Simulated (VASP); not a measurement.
# NaGeF3 (Pm-3m) in VASP: settings compared

Aim: see how the results for NaGeF3 move with the level of theory and the settings. Levels: PBE, PBE+D4. Tasks: single point.

Program: VASP 6.6.1. These are calculated values, not measurements. Logs are shortened: lines on timing, memory, paths and dates and some standing lists are left out, and cuts for length are marked.

## (1) The cell of the first run

The structure is cubic, space group Pm-3m (No. 221). Conventional cell: a = 4.348 Å, b = 4.348 Å, c = 4.348 Å, α = 90.00°, β = 90.00°, γ = 90.00°. Na (site symmetry m-3m) has 12 F at 3.07 Å and 8 Ge at 3.77 Å within 4.0 Å. Ge (site symmetry m-3m) has 6 F at 2.17 Å within 2.9 Å. F (site symmetry 4/mmm) has 2 Ge at 2.17 Å within 2.9 Å.

## (2) Single point, PBE

INCAR reads:

```
  PREC = Accurate
  ENCUT = 600
  EDIFF = 1E-6
  ISMEAR = 0
  SIGMA = 0.01
  LREAL = F
  LASPH = T
  NELM = 120
  ALGO = Normal
  ISIF = 2
  LWAVE = F
  LCHARG = F
  GGA = PE
  NBANDS = 29
  GGA_COMPAT = F
```

KPOINTS reads:

```
Automatic mesh
0
Gamma
  4 4 4
```

POSCAR reads:

```
NaGeF3
1.0
    4.3476430689      0.0000000000      0.0000000000
    0.0000000000      4.3476430689      0.0000000000
    0.0000000000      0.0000000000      4.3476430689
Na Ge F
1 1 3
Direct
    0.0000000000      0.0000000000      0.0000000000
    0.5000000000      0.5000000000      0.5000000000
    0.5000000000      0.5000000000      0.0000000000
    0.5000000000      0.0000000000      0.5000000000
    0.0000000000      0.5000000000      0.5000000000
```

Potentials or basis: VASP PAW PBE potentials, release 64 (Na_pv, Ge_d, F).

Run with:

```console
$ cat potpaw_PBE.64/Na_pv/POTCAR potpaw_PBE.64/Ge_d/POTCAR potpaw_PBE.64/F/POTCAR > POTCAR
$ mpirun -np 1 vasp_std > vasp.out
```

OUTCAR:

```text
PREC = Accurate
   ENCUT = 600
   EDIFF = 1E-6
   ISMEAR = 0
   LREAL = F
   LASPH = T
   NELM = 120
   ISIF = 2
   GGA = PE

 ion  position               nearest neighbor table
   1  0.000  0.000  0.000-
   2  0.500  0.500  0.500-   3 2.17   4 2.17   5 2.17   3 2.17   4 2.17   5 2.17
   3  0.500  0.500  0.000-   2 2.17   2 2.17
   4  0.500  0.000  0.500-   2 2.17   2 2.17
   5  0.000  0.500  0.500-   2 2.17   2 2.17

  LATTYP: Found a simple cubic cell.
 ALAT       =     4.3476430689

  Lattice vectors:

 A1 = (   4.3476430689,   0.0000000000,   0.0000000000)
 A2 = (   0.0000000000,   4.3476430689,   0.0000000000)
 A3 = (   0.0000000000,   0.0000000000,   4.3476430689)

Analysis of symmetry for initial positions (statically):
=====================================================================
 Subroutine PRICEL returns:
 Original cell was already a primitive cell.

 Routine SETGRP: Setting up the symmetry group for a
 simple cubic supercell.

 Subroutine GETGRP returns: Found 48 space group operations
 (whereof 48 operations were pure point group operations)
 out of a pool of 48 trial point group operations.

The static configuration has the point symmetry O_h .

Analysis of symmetry for dynamics (positions and initial velocities):
=====================================================================
 Subroutine PRICEL returns:
 Original cell was already a primitive cell.

 Routine SETGRP: Setting up the symmetry group for a
 simple cubic supercell.

 Subroutine GETGRP returns: Found 48 space group operations
 (whereof 48 operations were pure point group operations)
 out of a pool of 48 trial point group operations.

The dynamic configuration has the point symmetry O_h .

 Subroutine INISYM returns: Found 48 space group operations
 (whereof 48 operations are pure point group operations),
 and found     1 'primitive' translations

----------------------------------------------------------------------------------------

                                     Primitive cell

  volume of cell :      82.1792

  direct lattice vectors                    reciprocal lattice vectors
     4.347643069  0.000000000  0.000000000     0.230009682  0.000000000  0.000000000
     0.000000000  4.347643069  0.000000000     0.000000000  0.230009682  0.000000000
     0.000000000  0.000000000  4.347643069     0.000000000  0.000000000  0.230009682

  length of vectors
     4.347643069  4.347643069  4.347643069     0.230009682  0.230009682  0.230009682

  position of ions in fractional coordinates (direct lattice)
     0.000000000  0.000000000  0.000000000
     0.500000000  0.500000000  0.500000000
     0.500000000  0.500000000  0.000000000
     0.500000000  0.000000000  0.500000000
     0.000000000  0.500000000  0.500000000

  ion indices of the primitive-cell ions
   primitive index   ion index
                 1           1
                 2           2
                 3           3
                 4           4
                 5           5

----------------------------------------------------------------------------------------

 KPOINTS: Automatic mesh

Automatic generation of k-mesh.
 Grid dimensions read from file:
 generate k-points for:    4    4    4

 Generating k-lattice:

  Cartesian coordinates                     Fractional coordinates (reciprocal lattice)
     0.057502421  0.000000000  0.000000000     0.250000000  0.000000000  0.000000000
     0.000000000  0.057502421  0.000000000     0.000000000  0.250000000  0.000000000
     0.000000000  0.000000000  0.057502421     0.000000000  0.000000000  0.250000000

  Length of vectors
     0.057502421  0.057502421  0.057502421

  Shift w.r.t. Gamma in fractional coordinates (k-lattice)
     0.000000000  0.000000000  0.000000000

 Subroutine IBZKPT returns following result:
 ===========================================

 Found     10 irreducible k-points:

 Following reciprocal coordinates:
            Coordinates               Weight
  0.000000  0.000000  0.000000      1.000000
  0.250000  0.000000  0.000000      6.000000
  0.500000  0.000000  0.000000      3.000000
  0.250000  0.250000  0.000000     12.000000
  0.500000  0.250000  0.000000     12.000000
  0.500000  0.500000  0.000000      3.000000
  0.250000  0.250000  0.250000      8.000000
  0.500000  0.250000  0.250000     12.000000
  0.500000  0.500000  0.250000      6.000000
  0.500000  0.500000  0.500000      1.000000
   k-points           NKPTS =     10   k-points in BZ     NKDIM =     10   number of bands    NBANDS=     29
   number of dos      NEDOS =    301   number of ions     NIONS =      5
   total plane-waves  NPLWV =  46656
   dimension x,y,z NGX =    36 NGY =   36 NGZ =   36
   dimension x,y,z NGXF=    72 NGYF=   72 NGZF=   72
   ions per type =               1   1   3
   NGX,Y,Z   is equivalent  to a cutoff of  13.77, 13.77, 13.77 a.u.
   NGXF,Y,Z  is equivalent  to a cutoff of  27.53, 27.53, 27.53 a.u.
 SYSTEM =  unknown system
   PREC   = accura    normal or accurate (medium, high low for compatibility)
   ISTART =      0    job   : 0-new  1-cont  2-samecut
   ICHARG =      2    charge: 1-file 2-atom 10-const
   ISPIN  =      1    spin polarized calculation?
   LNONCOLLINEAR =      F non collinear calculations
   LSORBIT =      F    spin-orbit coupling
   LASPH  =      T    aspherical Exc in radial PAW
   ENCUT  =  600.0 eV  44.10 Ry    6.64 a.u.   8.68  8.68  8.68*2*pi/ulx,y,z
   NELM   =    120;   NELMIN=  2; NELMDL= -5     # of ELM steps
   EDIFF  = 0.1E-05   stopping-criterion for ELM
   LREAL  =      F    real-space projection
   EDIFFG = 0.1E-04   stopping-criterion for IOM
   NSW    =      0    number of steps for IOM
   IBRION =     -1    ionic relax: 0-MD 1-quasi-New 2-CG
   NFREE  =      0    steps in history (QN), initial steepest desc. (CG)
   ISIF   =      2    stress and relaxation
   ISYM   =      2    0-nonsym 1-usesym 2-fastsym
   POTIM  = 0.5000    time-step for ionic-motion
   TEBEG  =    0.0;   TEEND  =   0.0 temperature during run
   PSTRESS=    0.0 pullay stress
   NELECT =      42.0000    total number of electrons
   NUPDOWN=      -1.0000    fix difference up-down
   EMIN   =  10.00;   EMAX   =-10.00  energy-range for DOS
   EFERMI =   0.00;   METHOD = LEGACY
   ISMEAR =     0;   SIGMA  =   0.01  broadening in eV -4-tet -1-fermi 0-gaus
   EFERMI_NEDOS =   21; number of points for ismear=-14 and -15
   IALGO  =     38    algorithm
   IMIX   =      4    mixing-type and parameters
     AMIX     =   0.40;   BMIX     =  1.00
     AMIX_MAG =   1.60;   BMIX_MAG =  1.00
  volume/ion in A,a.u.               =      16.44       110.91
  Fermi-wavevector in a.u.,A,eV,Ry     =   1.308893  2.473449 23.309502  1.713200
  Thomas-Fermi vector in A             =   2.439529
   LORBIT       =      0    0 simple, 1 ext, 2 COOP (PROOUT), +10 PAW based schemes
   GGA     = PE    functional components
   LHFCALC =     F    Hartree Fock is set to
   AEXX    =    0.0000 exact exchange contribution
   IVDW    =     0    specifies the selected vdW correction
   LEPSILON=     F    determine dielectric tensor
   LRPA    =     F    only Hartree local field effects (RPA)
 non-spin polarized calculation
 Gauss-broadening in eV      SIGMA  =   0.01
  energy-cutoff  :      600.00
  volume of cell :       82.18
 maximum number of plane-waves:      2800
 NGX is ok and might be reduce to    36
   NGX = 17   NGY = 17   NGZ = 17

 number of electron      41.9999979 magnetization

 Free energy of the ion-electron system (eV)
  ---------------------------------------------------
  ext. energy  EPLUGINS =         0.00000000
  ---------------------------------------------------
  free energy    TOTEN  =       -22.04374469 eV

  energy without entropy =      -22.04374469  energy(sigma->0) =      -22.04374469

 E-fermi :   3.0613     XC(G=0):  -8.4853

 val. band max:        2.9025153128   @ k =   0.5000   0.5000   0.5000
 cond. band min:       4.2024587092   @ k =   0.0000   0.0000   0.0000
 fundamental gap:      1.2999433964
 Fermi energy:         3.0612841024

 k-point     1 :       0.0000    0.0000    0.0000
  band No.  band energies     occupation
      1     -23.0367      2.00000
      2     -23.0367      2.00000
      3     -23.0367      2.00000
      4     -22.8865      2.00000
      5     -22.8865      2.00000
      6     -22.6160      2.00000
[... 21 lines left out ...]
     28      12.4871      0.00000
     29      12.4871      0.00000

 k-point     2 :       0.2500    0.0000    0.0000
  band No.  band energies     occupation
      1     -23.0431      2.00000
      2     -23.0366      2.00000
      3     -23.0366      2.00000
      4     -22.8862      2.00000
      5     -22.8207      2.00000
      6     -22.6166      2.00000
[... 21 lines left out ...]
     28      11.1607      0.00000
     29      11.1607      0.00000

 k-point     3 :       0.5000    0.0000    0.0000
  band No.  band energies     occupation
      1     -23.0492      2.00000
      2     -23.0364      2.00000
      3     -23.0364      2.00000
      4     -22.8860      2.00000
      5     -22.7527      2.00000
      6     -22.6171      2.00000
[... 21 lines left out ...]
     28      10.6773      0.00000
     29      11.3945      0.00000

 k-point     4 :       0.2500    0.2500    0.0000
  band No.  band energies     occupation
      1     -23.0422      2.00000
      2     -23.0402      2.00000
      3     -23.0364      2.00000
      4     -22.8562      2.00000
      5     -22.7792      2.00000
      6     -22.6172      2.00000
[... 149 lines left out ...]
     28      10.3413      0.00000
     29      12.8472      0.00000

 k-point     9 :       0.5000    0.5000    0.2500
  band No.  band energies     occupation
      1     -23.0408      2.00000
      2     -23.0408      2.00000
      3     -23.0376      2.00000
      4     -22.7418      2.00000
      5     -22.6369      2.00000
      6     -22.6184      2.00000
[... 21 lines left out ...]
     28       9.8457      0.00000
     29      13.5602      0.00000

 k-point    10 :       0.5000    0.5000    0.5000
  band No.  band energies     occupation
      1     -23.0393      2.00000
      2     -23.0393      2.00000
      3     -23.0393      2.00000
      4     -22.6369      2.00000
      5     -22.6369      2.00000
      6     -22.6183      2.00000
[... 21 lines left out ...]
     28       9.0334      0.00000
     29      14.3338      0.00000

------------------------ aborting loop because EDIFF is reached ----------------------------------------

  FORCE on cell =-STRESS in cart. coord.  units (eV):
  Direction    XX          YY          ZZ          XY          YZ          ZX
  --------------------------------------------------------------------------------------
  -------------------------------------------------------------------------------------
  Total        1.0435917      1.0435917      1.0435917     -0.0000000      0.0000000     -0.0000000
  in kB       20.3460233     20.3460233     20.3460233     -0.0000000      0.0000000     -0.0000000
  external PRESSURE =      20.3460233 kB  Pullay stress =       0.0000000 kB

 VOLUME and BASIS-vectors are now :
 -----------------------------------------------------------------------------
  energy-cutoff  :      600.00
  volume of cell :       82.18
      direct lattice vectors                 reciprocal lattice vectors
     4.347643069  0.000000000  0.000000000     0.230009682  0.000000000  0.000000000
     0.000000000  4.347643069  0.000000000     0.000000000  0.230009682  0.000000000
     0.000000000  0.000000000  4.347643069     0.000000000  0.000000000  0.230009682

 POSITION                                       TOTAL-FORCE (eV/Angst)
 -----------------------------------------------------------------------------------
      0.00000      0.00000      0.00000         0.000000      0.000000      0.000000
      2.17382      2.17382      2.17382         0.000000      0.000000      0.000000
      2.17382      2.17382      0.00000         0.000000      0.000000      0.000000
      2.17382      0.00000      2.17382         0.000000      0.000000      0.000000
      0.00000      2.17382      2.17382         0.000000      0.000000      0.000000
 -----------------------------------------------------------------------------------
    total drift:                                0.000000      0.000000      0.000000

  FREE ENERGIE OF THE ION-ELECTRON SYSTEM (eV)
  ---------------------------------------------------
  free  energy   TOTEN  =       -22.0437446923 eV

  energy  without entropy=      -22.0437446923  energy(sigma->0) =      -22.04374469
```

Wall time 16 s (1 thread of Intel Xeon Platinum 8375C at 2.90GHz (Ice Lake), shared host); peak memory 0.2 GiB.

Results:

```yaml
Free_energy: -22.0437 eV
Pressure: 2.0 GPa
Band_gap_on_the_k_mesh: 1.30 eV (least direct gap 1.90 eV)
```

## (3) Single point, PBE

INCAR reads:

```
ALGO = Normal ; EDIFF = 1E-6
ENCUT = 600 ; GGA = PE
GGA_COMPAT = F ; ISIF = 2
ISMEAR = 1 ; LASPH = T
LCHARG = F ; LREAL = F
LWAVE = F ; NBANDS = 29
NELM = 120 ; PREC = Accurate
SIGMA = 0.2
```

KPOINTS reads:

```
k-points
0
Gamma
  4 4 4
```

POSCAR is that of step 2.

Potentials or basis: VASP PAW PBE potentials, release 64 (Na_pv, Ge_d, F).

Run with:

```console
$ cat potpaw_PBE.64/Na_pv/POTCAR potpaw_PBE.64/Ge_d/POTCAR potpaw_PBE.64/F/POTCAR > POTCAR
$ mpirun -np 1 vasp_std > vasp.out
```

Wall time 16 s (1 thread of Intel Xeon Platinum 8375C at 2.90GHz (Ice Lake), shared host); peak memory 0.21 GiB.

The run converged. Its results:

```yaml
Free_energy: -22.0436 eV
Pressure: 2.0 GPa
Band_gap_on_the_k_mesh: 1.30 eV (least direct gap 1.90 eV)
```

Levels at points of the mesh, in eV from the valence-band top:
| k point | band 18 | band 19 | band 20 | band 21 | band 22 | band 23 | band 24 | band 25 |
| --- | --- | --- | --- | --- | --- | --- | --- | --- |
| (0.00, 0.00, 0.00) | -5.52 | -5.51 | -5.51 | -5.51 | 1.30 | 5.54 | 5.54 | 5.54 |
| (0.50, 0.00, 0.00) | -5.62 | -5.51 | -5.51 | -2.92 | 1.68 | 4.51 | 4.93 | 5.35 |
| (0.50, 0.50, 0.00) | -5.72 | -5.72 | -5.10 | -1.34 | 2.12 | 2.12 | 3.67 | 5.07 |
| (0.50, 0.50, 0.50) | -5.09 | -5.09 | -5.09 | 0.00 | 1.90 | 1.90 | 1.90 | 3.83 |

A k mesh can miss the band edges.

## (4) Single point, PBE+D4

INCAR reads:

```
  PREC = Accurate
  ENCUT = 600
  EDIFF = 1E-6
  ISMEAR = 0
  SIGMA = 0.01
  LREAL = False
  LASPH = True
  NELM = 120
  ALGO = Normal
  ISIF = 2
  LWAVE = False
  LCHARG = False
  GGA = PE
  IVDW = 13
  NBANDS = 29
  GGA_COMPAT = False
```

KPOINTS reads:

```
regular mesh
0
Gamma
  4 4 4
```

POSCAR is that of step 3.

Run with:

```console
$ cat potpaw_PBE.64/Na_pv/POTCAR potpaw_PBE.64/Ge_d/POTCAR potpaw_PBE.64/F/POTCAR > POTCAR
$ mpirun -np 1 vasp_std > vasp.out
```

Wall time 16 s (1 thread of Intel Xeon Platinum 8375C at 2.90GHz (Ice Lake), shared host); peak memory 0.2 GiB.

The run converged. Its results:

```
Free energy                : -22.5826 eV
Pressure                   : 1.3 GPa
Band gap on the k mesh     : 1.30 eV (least direct gap 1.90 eV)
Dispersion energy per atom : -0.108 eV
```

Levels at points of the mesh, in eV from the valence-band top:
```
           k point  band 18  band 19  band 20  band 21  band 22  band 23  band 24  band 25
(0.00, 0.00, 0.00)    -5.52    -5.51    -5.51    -5.51     1.30     5.54     5.54     5.54
(0.50, 0.00, 0.00)    -5.62    -5.51    -5.51    -2.92     1.68     4.51     4.93     5.35
(0.50, 0.50, 0.00)    -5.72    -5.72    -5.10    -1.34     2.12     2.12     3.67     5.07
(0.50, 0.50, 0.50)    -5.09    -5.09    -5.09     0.00     1.90     1.90     1.90     3.83
```

A k mesh can miss the band edges.

## (5) Single point, PBE

INCAR reads:

```
ALGO = Normal ; EDIFF = 1E-6
ENCUT = 600 ; GGA = PE
GGA_COMPAT = F ; ISIF = 2
ISMEAR = -1 ; LASPH = T
LCHARG = F ; LREAL = F
LWAVE = F ; NBANDS = 29
NELM = 120 ; PREC = Accurate
SIGMA = 0.05
```

KPOINTS reads:

```
k-points
0
Gamma
  4 4 4
```

POSCAR is that of step 4.

Run with:

```console
$ cat potpaw_PBE.64/Na_pv/POTCAR potpaw_PBE.64/Ge_d/POTCAR potpaw_PBE.64/F/POTCAR > POTCAR
$ mpirun -np 1 vasp_std > vasp.out
```

Wall time 16 s (1 thread of Intel Xeon Platinum 8375C at 2.90GHz (Ice Lake), shared host); peak memory 0.2 GiB.

It converged, with:

* Free energy: -22.0437 eV
* Pressure: 2.0 GPa
* Band gap on the k mesh: 1.30 eV (least direct gap 1.90 eV)

Levels at points of the mesh, in eV from the valence-band top:
| k point | band 17 | band 18 | band 19 | band 20 | band 21 | band 22 | band 23 | band 24 | band 25 | band 26 |
| --- | --- | --- | --- | --- | --- | --- | --- | --- | --- | --- |
| (0.00, 0.00, 0.00) | -5.52 | -5.52 | -5.51 | -5.51 | -5.51 | 1.30 | 5.54 | 5.54 | 5.54 | 7.32 |
| (0.50, 0.00, 0.00) | -5.74 | -5.62 | -5.51 | -5.51 | -2.92 | 1.68 | 4.51 | 4.93 | 5.35 | 5.35 |
| (0.50, 0.50, 0.00) | -5.95 | -5.72 | -5.72 | -5.10 | -1.34 | 2.12 | 2.12 | 3.67 | 5.07 | 6.70 |
| (0.50, 0.50, 0.50) | -6.02 | -5.09 | -5.09 | -5.09 | 0.00 | 1.90 | 1.90 | 1.90 | 3.83 | 6.13 |

(Continued in part 2 of 2.)
